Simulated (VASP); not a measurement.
# TlBr (Pm-3m) in VASP: single point with LDA

Aim: the single point of TlBr with LDA.

All numbers are computed with VASP 6.6.1; they aren't measurements. Logs are shortened: lines on timing, memory, paths and dates and some standing lists are left out, and cuts for length are marked.

### Step 1. The cell of the first run

The structure is cubic, space group Pm-3m (No. 221). Conventional cell: a = 3.970 Å, b = 3.970 Å, c = 3.970 Å, α = 90.00°, β = 90.00°, γ = 90.00°. Tl (site symmetry m-3m) has 8 Br at 3.44 Å and 6 Tl at 3.97 Å within 4.5 Å. Br (site symmetry m-3m) has 8 Tl at 3.44 Å and 6 Br at 3.97 Å within 4.5 Å.

### Step 2. Single point, LDA

Input file INCAR:

```
  PREC = Accurate
  ENCUT = 500
  EDIFF = 1E-6
  ISMEAR = 0
  SIGMA = 0.1
  LREAL = F
  LASPH = T
  NELM = 120
  ALGO = Normal
  ISIF = 2
  LWAVE = F
  LCHARG = F
  GGA = CA
  NBANDS = 17
  GGA_COMPAT = F
```

Input file KPOINTS:

```
Automatic mesh
0
Gamma
  4 4 4
```

Input file POSCAR:

```
TlBr
1.0
    3.9700000000      0.0000000000      0.0000000000
    0.0000000000      3.9700000000      0.0000000000
    0.0000000000      0.0000000000      3.9700000000
Tl Br
1 1
Direct
    0.0000000000      0.0000000000      0.0000000000
    0.5000000000      0.5000000000      0.5000000000
```

Potentials or basis: VASP PAW LDA potentials, release 64 (Tl_d, Br).

Started as:

```bash
$ cat potpaw_LDA.64/Tl_d/POTCAR potpaw_LDA.64/Br/POTCAR > POTCAR
$ mpirun -np 1 vasp_std > vasp.out
```

OUTCAR:

```text
PREC = Accurate
   ENCUT = 500
   EDIFF = 1E-6
   ISMEAR = 0
   LREAL = F
   LASPH = T
   NELM = 120
   ISIF = 2
   GGA = CA

 ion  position               nearest neighbor table
   1  0.000  0.000  0.000-   2 3.44   2 3.44   2 3.44   2 3.44   2 3.44   2 3.44   2 3.44   2 3.44

   2  0.500  0.500  0.500-   1 3.44   1 3.44   1 3.44   1 3.44   1 3.44   1 3.44   1 3.44   1 3.44

  LATTYP: Found a simple cubic cell.
 ALAT       =     3.9700000000

  Lattice vectors:

 A1 = (   3.9700000000,   0.0000000000,   0.0000000000)
 A2 = (   0.0000000000,   3.9700000000,   0.0000000000)
 A3 = (   0.0000000000,   0.0000000000,   3.9700000000)

Analysis of symmetry for initial positions (statically):
=====================================================================
 Subroutine PRICEL returns:
 Original cell was already a primitive cell.

 Routine SETGRP: Setting up the symmetry group for a
 simple cubic supercell.

 Subroutine GETGRP returns: Found 48 space group operations
 (whereof 48 operations were pure point group operations)
 out of a pool of 48 trial point group operations.

The static configuration has the point symmetry O_h .

Analysis of symmetry for dynamics (positions and initial velocities):
=====================================================================
 Subroutine PRICEL returns:
 Original cell was already a primitive cell.

 Routine SETGRP: Setting up the symmetry group for a
 simple cubic supercell.

 Subroutine GETGRP returns: Found 48 space group operations
 (whereof 48 operations were pure point group operations)
 out of a pool of 48 trial point group operations.

The dynamic configuration has the point symmetry O_h .

 Subroutine INISYM returns: Found 48 space group operations
 (whereof 48 operations are pure point group operations),
 and found     1 'primitive' translations

----------------------------------------------------------------------------------------

                                     Primitive cell

  volume of cell :      62.5708

  direct lattice vectors                    reciprocal lattice vectors
     3.970000000  0.000000000  0.000000000     0.251889169  0.000000000  0.000000000
     0.000000000  3.970000000  0.000000000     0.000000000  0.251889169  0.000000000
     0.000000000  0.000000000  3.970000000     0.000000000  0.000000000  0.251889169

  length of vectors
[... 63 lines left out ...]
   LSORBIT =      F    spin-orbit coupling
   LASPH  =      T    aspherical Exc in radial PAW
   ENCUT  =  500.0 eV  36.75 Ry    6.06 a.u.   7.24  7.24  7.24*2*pi/ulx,y,z
   NELM   =    120;   NELMIN=  2; NELMDL= -5     # of ELM steps
   EDIFF  = 0.1E-05   stopping-criterion for ELM
   LREAL  =      F    real-space projection
   EDIFFG = 0.1E-04   stopping-criterion for IOM
   NSW    =      0    number of steps for IOM
   IBRION =     -1    ionic relax: 0-MD 1-quasi-New 2-CG
   NFREE  =      0    steps in history (QN), initial steepest desc. (CG)
   ISIF   =      2    stress and relaxation
   ISYM   =      2    0-nonsym 1-usesym 2-fastsym
   POTIM  = 0.5000    time-step for ionic-motion
   TEBEG  =    0.0;   TEEND  =   0.0 temperature during run
   PSTRESS=    0.0 pullay stress
   NELECT =      20.0000    total number of electrons
   NUPDOWN=      -1.0000    fix difference up-down
   EMIN   =  10.00;   EMAX   =-10.00  energy-range for DOS
   EFERMI =   0.00;   METHOD = LEGACY
   ISMEAR =     0;   SIGMA  =   0.10  broadening in eV -4-tet -1-fermi 0-gaus
   EFERMI_NEDOS =   21; number of points for ismear=-14 and -15
   IALGO  =     38    algorithm
   IMIX   =      4    mixing-type and parameters
     AMIX     =   0.40;   BMIX     =  1.00
     AMIX_MAG =   1.60;   BMIX_MAG =  1.00
  volume/ion in A,a.u.               =      31.29       211.12
  Fermi-wavevector in a.u.,A,eV,Ry     =   1.119337  2.115241 17.046958  1.252916
  Thomas-Fermi vector in A             =   2.255976
   LORBIT       =      0    0 simple, 1 ext, 2 COOP (PROOUT), +10 PAW based schemes
   GGA     = CA    functional components
   LHFCALC =     F    Hartree Fock is set to
   AEXX    =    0.0000 exact exchange contribution
   IVDW    =     0    specifies the selected vdW correction
   LEPSILON=     F    determine dielectric tensor
   LRPA    =     F    only Hartree local field effects (RPA)
 non-spin polarized calculation
 Gauss-broadening in eV      SIGMA  =   0.10
  energy-cutoff  :      500.00
  volume of cell :       62.57
 maximum number of plane-waves:      1622
 NGX is ok and might be reduce to    30
   NGX = 15   NGY = 15   NGZ = 15

 number of electron      20.0000004 magnetization

 Free energy of the ion-electron system (eV)
  ---------------------------------------------------
  ext. energy  EPLUGINS =         0.00000000
  ---------------------------------------------------
  free energy    TOTEN  =        -6.49109680 eV

  energy without entropy =       -6.49109680  energy(sigma->0) =       -6.49109680

 E-fermi :   2.7951     XC(G=0):  -9.4140

 val. band max:        2.3032437590   @ k =   0.5000   0.0000   0.0000
 cond. band min:       3.9217543359   @ k =   0.5000   0.0000   0.0000
 fundamental gap:      1.6185105768
 Fermi energy:         2.7951328282

 k-point     1 :       0.0000    0.0000    0.0000
  band No.  band energies     occupation
      1     -11.4816      2.00000
      2      -7.8140      2.00000
      3      -7.8140      2.00000
      4      -7.6309      2.00000
      5      -7.6309      2.00000
      6      -7.6309      2.00000
[... 177 lines left out ...]
      4      -7.7750      2.00000
      5      -7.5688      2.00000
      6      -7.5688      2.00000
[... 9 lines left out ...]
     16      14.9464      0.00000
     17      18.3789      0.00000

------------------------ aborting loop because EDIFF is reached ----------------------------------------

  FORCE on cell =-STRESS in cart. coord.  units (eV):
  Direction    XX          YY          ZZ          XY          YZ          ZX
  --------------------------------------------------------------------------------------
  -------------------------------------------------------------------------------------
  Total       -0.9497673     -0.9497673     -0.9497673     -0.0000000     -0.0000000     -0.0000000
  in kB      -24.3195917    -24.3195917    -24.3195917     -0.0000000     -0.0000000     -0.0000000
  external PRESSURE =     -24.3195917 kB  Pullay stress =       0.0000000 kB

 VOLUME and BASIS-vectors are now :
 -----------------------------------------------------------------------------
  energy-cutoff  :      500.00
  volume of cell :       62.57
      direct lattice vectors                 reciprocal lattice vectors
     3.970000000  0.000000000  0.000000000     0.251889169  0.000000000  0.000000000
     0.000000000  3.970000000  0.000000000     0.000000000  0.251889169  0.000000000
     0.000000000  0.000000000  3.970000000     0.000000000  0.000000000  0.251889169

 POSITION                                       TOTAL-FORCE (eV/Angst)
 -----------------------------------------------------------------------------------
      0.00000      0.00000      0.00000         0.000000      0.000000      0.000000
      1.98500      1.98500      1.98500         0.000000      0.000000      0.000000
 -----------------------------------------------------------------------------------
    total drift:                                0.000000     -0.000000     -0.000000

  FREE ENERGIE OF THE ION-ELECTRON SYSTEM (eV)
  ---------------------------------------------------
  free  energy   TOTEN  =        -6.4910968040 eV

  energy  without entropy=       -6.4910968040  energy(sigma->0) =       -6.49109680
```

OSZICAR:

```text
N       E                     dE             d eps       ncg     rms          rms(c)
DAV:   1     0.890627928223E+02    0.89063E+02   -0.97853E+03   356   0.997E+02
DAV:   2    -0.324539784461E+01   -0.92308E+02   -0.89684E+02   405   0.216E+02
DAV:   3    -0.671658894509E+01   -0.34712E+01   -0.34571E+01   394   0.354E+01
DAV:   4    -0.673784409491E+01   -0.21255E-01   -0.21253E-01   418   0.330E+00
DAV:   5    -0.673803187420E+01   -0.18778E-03   -0.18778E-03   412   0.305E-01    0.275E+00
DAV:   6    -0.652032915921E+01    0.21770E+00   -0.32991E-01   358   0.289E+00    0.167E+00
DAV:   7    -0.649416695590E+01    0.26162E-01   -0.87862E-02   369   0.129E+00    0.882E-01
DAV:   8    -0.649135172547E+01    0.28152E-02   -0.12733E-02   353   0.669E-01    0.175E-01
DAV:   9    -0.649106988169E+01    0.28184E-03   -0.10055E-03   391   0.165E-01    0.711E-02
DAV:  10    -0.649110105216E+01   -0.31170E-04   -0.14629E-04   353   0.607E-02    0.299E-02
DAV:  11    -0.649109668799E+01    0.43642E-05   -0.15666E-05   384   0.228E-02    0.105E-02
DAV:  12    -0.649109680396E+01   -0.11597E-06   -0.85401E-07   246   0.524E-03
   1 F= -.64910968E+01 E0= -.64910968E+01  d E =-.821108E-13
```

Run time: 7.9 s. Hardware: 1 thread of Intel Xeon Platinum 8259CL at 2.50GHz (Skylake/Cascade Lake), shared host; peak memory 0.15 GiB.

Results:

| Property | Result |
| --- | --- |
| Free energy | -6.4911 eV |
| Pressure | -2.4 GPa |
| Band gap on the k mesh | 1.62 eV, direct |

Caveat: spin-orbit coupling is left out, which moves the levels of the heavy elements. A k mesh can miss the band edges.
